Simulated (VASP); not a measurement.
# HgC2S2N2 (C2/m) in VASP: single point with PBE

Aim: the single point of HgC2S2N2 with PBE.

Program: VASP 6.6.1. These are calculated values, not measurements. Logs are shortened: lines on timing, memory, paths and dates and some standing lists are left out, and cuts for length are marked.

### 1 The cell of the first run

Symmetry: C2/m, No. 12, monoclinic system. The conventional cell has a = 10.878 Å, b = 4.042 Å, c = 6.435 Å, α = 90.00°, β = 95.28°, γ = 90.00°. Hg (site symmetry 2/m) has 2 S at 2.43 Å and 4 N at 2.75 Å and 2 C at 3.11 Å within 3.2 Å. C (site symmetry m) has 1 N at 1.18 Å and 1 S at 1.66 Å within 1.7 Å. S (site symmetry m) has 1 C at 1.66 Å within 2.2 Å. Within 1.6 Å of N (site symmetry m) lie 1 C at 1.18 Å.

### 2 Single point, PBE

INCAR

```
PREC = Accurate ; ENCUT = 700
EDIFF = 1E-6 ; ISMEAR = -1
SIGMA = 0.02 ; LREAL = F
LASPH = T ; NELM = 120
ALGO = Normal ; ISIF = 2
LWAVE = F ; LCHARG = F
GGA = PE ; NBANDS = 34
GGA_COMPAT = F
```

KPOINTS

```
Automatic mesh
0
Gamma
  7 7 5
```

POSCAR

```
HgC2S2N2
1.0
    5.4390000000     -2.0210000000      0.0000000000
    5.4390000000      2.0210000000      0.0000000000
   -0.5921700000      0.0000000000      6.4077000000
Hg C S N
1 2 2 2
Direct
    0.0000000000      0.0000000000      0.0000000000
    0.2662372149      0.2662372149      0.2232455100
    0.7337627851      0.7337627851      0.7767544900
    0.1320882403      0.1320882403      0.3259676573
    0.8679117597      0.8679117597      0.6740323427
    0.3634959611      0.3634959611      0.1567710270
    0.6365040389      0.6365040389      0.8432289730
```

Potentials or basis: VASP PAW PBE potentials, release 64 (Hg_sv_GW, C, S, N).

Command:

```bash
$ cat potpaw_PBE.64/Hg_sv_GW/POTCAR potpaw_PBE.64/C/POTCAR potpaw_PBE.64/S/POTCAR potpaw_PBE.64/N/POTCAR > POTCAR
$ mpirun -np 1 vasp_std > vasp.out
```

OUTCAR:

```text
PREC = Accurate
   ENCUT = 700
   EDIFF = 1E-6
   ISMEAR = -1
   LREAL = F
   LASPH = T
   NELM = 120
   ISIF = 2
   GGA = PE

 ion  position               nearest neighbor table
   1  0.000  0.000  0.000-   4 2.43   5 2.43
   2  0.266  0.266  0.223-   6 1.18   4 1.66
   3  0.734  0.734  0.777-   7 1.18   5 1.66
   4  0.132  0.132  0.326-   2 1.66   1 2.43
   5  0.868  0.868  0.674-   3 1.66   1 2.43
   6  0.363  0.363  0.157-   2 1.18
   7  0.637  0.637  0.843-   3 1.18

  LATTYP: Found a base centered monoclinic cell.
 ALAT       =    10.8780000000
 B/A-ratio  =     0.3715756573
 C/A-ratio  =     0.5915613744
 COS(beta)  =    -0.0920232438

  Lattice vectors:

 A1 = (   5.4390000000,  -2.0210000000,   0.0000000000)
 A2 = (   5.4390000000,   2.0210000000,   0.0000000000)
 A3 = (  -0.5921700000,   0.0000000000,   6.4077000000)

Analysis of symmetry for initial positions (statically):
=====================================================================
 Subroutine PRICEL returns:
 Original cell was already a primitive cell.

 Routine SETGRP: Setting up the symmetry group for a
 base centered monoclinic supercell.

 Subroutine GETGRP returns: Found  4 space group operations
 (whereof  4 operations were pure point group operations)
 out of a pool of  4 trial point group operations.

The static configuration has the point symmetry C_2h.

Analysis of symmetry for dynamics (positions and initial velocities):
=====================================================================
 Subroutine PRICEL returns:
 Original cell was already a primitive cell.

 Routine SETGRP: Setting up the symmetry group for a
 base centered monoclinic supercell.

 Subroutine GETGRP returns: Found  4 space group operations
 (whereof  4 operations were pure point group operations)
 out of a pool of  4 trial point group operations.

The dynamic configuration has the point symmetry C_2h.

 Subroutine INISYM returns: Found  4 space group operations
 (whereof  4 operations are pure point group operations),
 and found     1 'primitive' translations

----------------------------------------------------------------------------------------

                                     Primitive cell

  volume of cell :     140.8697

  direct lattice vectors                    reciprocal lattice vectors
     5.439000000 -2.021000000  0.000000000     0.091928663 -0.247402276  0.008495622
     5.439000000  2.021000000  0.000000000     0.091928663  0.247402276  0.008495622
    -0.592170000  0.000000000  6.407700000     0.000000000  0.000000000  0.156062238

  length of vectors
     5.802341079  5.802341079  6.435004631     0.264066168  0.264066168  0.156062238

  position of ions in fractional coordinates (direct lattice)
     0.000000000  0.000000000  0.000000000
     0.266237215  0.266237215  0.223245510
     0.733762785  0.733762785  0.776754490
     0.132088240  0.132088240  0.325967657
     0.867911760  0.867911760  0.674032343
     0.363495961  0.363495961  0.156771027
     0.636504039  0.636504039  0.843228973

  ion indices of the primitive-cell ions
   primitive index   ion index
                 1           1
                 2           2
                 3           3
                 4           4
                 5           5
                 6           6
                 7           7

----------------------------------------------------------------------------------------

 KPOINTS: Automatic mesh

Automatic generation of k-mesh.
 Grid dimensions read from file:
 generate k-points for:    7    7    5

 Generating k-lattice:

  Cartesian coordinates                     Fractional coordinates (reciprocal lattice)
     0.013132666 -0.035343182  0.001213660     0.142857143  0.000000000 -0.000000000
     0.013132666  0.035343182  0.001213660     0.000000000  0.142857143 -0.000000000
     0.000000000  0.000000000  0.031212448     0.000000000  0.000000000  0.200000000

  Length of vectors
     0.037723738  0.037723738  0.031212448

  Shift w.r.t. Gamma in fractional coordinates (k-lattice)
     0.000000000  0.000000000  0.000000000

 Subroutine IBZKPT returns following result:
 ===========================================

 Found     72 irreducible k-points:

 Following reciprocal coordinates:
            Coordinates               Weight
  0.000000  0.000000  0.000000      1.000000
  0.142857  0.000000  0.000000      4.000000
  0.285714  0.000000  0.000000      4.000000
  0.428571  0.000000  0.000000      4.000000
  0.142857  0.142857  0.000000      2.000000
  0.285714  0.142857  0.000000      4.000000
[... 16 lines left out ...]
 -0.142857 -0.000000  0.200000      4.000000
  0.142857  0.142857  0.200000      2.000000
 [... further k-points ...]
   k-points           NKPTS =     72   k-points in BZ     NKDIM =     72   number of bands    NBANDS=     34
   number of dos      NEDOS =    301   number of ions     NIONS =      7
   total plane-waves  NPLWV = 140000
   dimension x,y,z NGX =    50 NGY =   50 NGZ =   56
   dimension x,y,z NGXF=   100 NGYF=  100 NGZF=  112
   ions per type =               1   2   2   2
   NGX,Y,Z   is equivalent  to a cutoff of  14.33, 14.33, 14.47 a.u.
   NGXF,Y,Z  is equivalent  to a cutoff of  28.65, 28.65, 28.93 a.u.
 SYSTEM =  unknown system
   PREC   = accura    normal or accurate (medium, high low for compatibility)
   ISTART =      0    job   : 0-new  1-cont  2-samecut
   ICHARG =      2    charge: 1-file 2-atom 10-const
   ISPIN  =      1    spin polarized calculation?
   LNONCOLLINEAR =      F non collinear calculations
   LSORBIT =      F    spin-orbit coupling
   LASPH  =      T    aspherical Exc in radial PAW
   ENCUT  =  700.0 eV  51.45 Ry    7.17 a.u.  12.52 12.52 13.88*2*pi/ulx,y,z
   NELM   =    120;   NELMIN=  2; NELMDL= -5     # of ELM steps
   EDIFF  = 0.1E-05   stopping-criterion for ELM
   LREAL  =      F    real-space projection
   EDIFFG = 0.1E-04   stopping-criterion for IOM
   NSW    =      0    number of steps for IOM
   IBRION =     -1    ionic relax: 0-MD 1-quasi-New 2-CG
   NFREE  =      0    steps in history (QN), initial steepest desc. (CG)
   ISIF   =      2    stress and relaxation
   ISYM   =      2    0-nonsym 1-usesym 2-fastsym
   POTIM  = 0.5000    time-step for ionic-motion
   TEBEG  =    0.0;   TEEND  =   0.0 temperature during run
   PSTRESS=    0.0 pullay stress
   NELECT =      50.0000    total number of electrons
   NUPDOWN=      -1.0000    fix difference up-down
   EMIN   =  10.00;   EMAX   =-10.00  energy-range for DOS
   EFERMI =   0.00;   METHOD = LEGACY
   ISMEAR =    -1;   SIGMA  =   0.02  broadening in eV -4-tet -1-fermi 0-gaus
   EFERMI_NEDOS =   21; number of points for ismear=-14 and -15
   IALGO  =     38    algorithm
   IMIX   =      4    mixing-type and parameters
     AMIX     =   0.40;   BMIX     =  1.00
     AMIX_MAG =   1.60;   BMIX_MAG =  1.00
  volume/ion in A,a.u.               =      20.12       135.81
  Fermi-wavevector in a.u.,A,eV,Ry     =   1.159113  2.190405 18.280001  1.343542
  Thomas-Fermi vector in A             =   2.295708
   LORBIT       =      0    0 simple, 1 ext, 2 COOP (PROOUT), +10 PAW based schemes
   GGA     = PE    functional components
   LHFCALC =     F    Hartree Fock is set to
   AEXX    =    0.0000 exact exchange contribution
   IVDW    =     0    specifies the selected vdW correction
   LEPSILON=     F    determine dielectric tensor
   LRPA    =     F    only Hartree local field effects (RPA)
 non-spin polarized calculation
  energy-cutoff  :      700.00
  volume of cell :      140.87
 maximum number of plane-waves:      5947
 NGX is ok and might be reduce to    50
   NGX = 25   NGY = 25   NGZ = 27

 number of electron      49.9999999 magnetization

 Free energy of the ion-electron system (eV)
  ---------------------------------------------------
  ext. energy  EPLUGINS =         0.00000000
  ---------------------------------------------------
  free energy    TOTEN  =       -41.41012154 eV

  energy without entropy =      -41.41012154  energy(sigma->0) =      -41.41012154

 E-fermi :   1.3245     XC(G=0):  -8.3813

 val. band max:        0.6257670765   @ k =   0.4286   0.4286   0.0000
 cond. band min:       2.8932871135   @ k =   0.0000   0.0000   0.0000
 fundamental gap:      2.2675200370
 Fermi energy:         1.3245278362

 k-point     1 :       0.0000    0.0000    0.0000
  band No.  band energies     occupation
      1    -113.0943      2.00000
      2     -61.6050      2.00000
      3     -61.4271      2.00000
      4     -61.3561      2.00000
      5     -16.6296      2.00000
      6     -16.4274      2.00000
[... 26 lines left out ...]
     33       7.9424      0.00000
     34       8.1161      0.00000

 k-point     2 :       0.1429    0.0000    0.0000
  band No.  band energies     occupation
      1    -113.0943      2.00000
      2     -61.6050      2.00000
      3     -61.4271      2.00000
      4     -61.3562      2.00000
      5     -16.6111      2.00000
      6     -16.4306      2.00000
[... 26 lines left out ...]
     33       8.2080      0.00000
     34       8.5111      0.00000

 k-point     3 :       0.2857    0.0000    0.0000
  band No.  band energies     occupation
      1    -113.0943      2.00000
      2     -61.6050      2.00000
      3     -61.4271      2.00000
      4     -61.3564      2.00000
      5     -16.5645      2.00000
      6     -16.4426      2.00000
[... 26 lines left out ...]
     33       8.1747      0.00000
     34       8.6006      0.00000
[... 704 lines left out ...]
 k-point    23 :      -0.1429   -0.0000    0.2000
  band No.  band energies     occupation
      1    -113.0943      2.00000
      2     -61.6050      2.00000
      3     -61.4271      2.00000
      4     -61.3562      2.00000
      5     -16.6029      2.00000
      6     -16.4387      2.00000
[... 26 lines left out ...]
     33       8.2678      0.00000
     34       8.5571      0.00000

 k-point    24 :       0.1429    0.1429    0.2000
  band No.  band energies     occupation
      1    -113.0943      2.00000
      2     -61.6050      2.00000
      3     -61.4271      2.00000
      4     -61.3561      2.00000
      5     -16.6141      2.00000
      6     -16.4361      2.00000
[... 26 lines left out ...]
     33       7.6032      0.00000
     34       7.9259      0.00000

 [... further k-points ...]

------------------------ aborting loop because EDIFF is reached ----------------------------------------

  FORCE on cell =-STRESS in cart. coord.  units (eV):
  Direction    XX          YY          ZZ          XY          YZ          ZX
  --------------------------------------------------------------------------------------
  -------------------------------------------------------------------------------------
  Total        1.0821825      1.0767740      1.0913863      0.0000000      0.0000000     -0.0676160
  in kB       12.3081720     12.2466580     12.4128510      0.0000000      0.0000000     -0.7690290
  external PRESSURE =      12.3225603 kB  Pullay stress =       0.0000000 kB

 VOLUME and BASIS-vectors are now :
 -----------------------------------------------------------------------------
  energy-cutoff  :      700.00
  volume of cell :      140.87
      direct lattice vectors                 reciprocal lattice vectors
     5.439000000 -2.021000000  0.000000000     0.091928663 -0.247402276  0.008495622
     5.439000000  2.021000000  0.000000000     0.091928663  0.247402276  0.008495622
    -0.592170000  0.000000000  6.407700000     0.000000000  0.000000000  0.156062238

 POSITION                                       TOTAL-FORCE (eV/Angst)
 -----------------------------------------------------------------------------------
      0.00000      0.00000      0.00000        -0.000000      0.000000      0.000000
      2.76393      0.00000      1.43049        -0.467017      0.000000      0.182160
      7.52190      0.00000      4.97721         0.467017      0.000000     -0.182160
      1.24383      0.00000      2.08870         0.170066      0.000000     -0.081231
      9.04200      0.00000      4.31900        -0.170066      0.000000      0.081231
      3.86127      0.00000      1.00454         0.289276      0.000000     -0.108910
      6.42456      0.00000      5.40316        -0.289276      0.000000      0.108910
 -----------------------------------------------------------------------------------
    total drift:                                0.000000     -0.000000     -0.000000

  FREE ENERGIE OF THE ION-ELECTRON SYSTEM (eV)
  ---------------------------------------------------
  free  energy   TOTEN  =       -41.4101215428 eV

  energy  without entropy=      -41.4101215428  energy(sigma->0) =      -41.41012154
```

Run time: 17 min. Hardware: 1 thread of Intel Xeon Platinum 8375C at 2.90GHz (Ice Lake), shared host; peak memory 0.78 GiB.

What came out:

```
Free energy            : -41.4101 eV
Pressure               : 1.2 GPa
Largest force          : 0.501 eV/Å
Band gap on the k mesh : 2.27 eV (least direct gap 2.36 eV)
```

Forces on the atoms (eV/Å):
```
Hg   0.000  0.000  0.000
C   -0.467  0.000  0.182
C    0.467  0.000 -0.182
S    0.170  0.000 -0.081
S   -0.170  0.000  0.081
N    0.289  0.000 -0.109
N   -0.289  0.000  0.109
```

Caveat: spin-orbit coupling is left out, which moves the levels of the heavy elements.
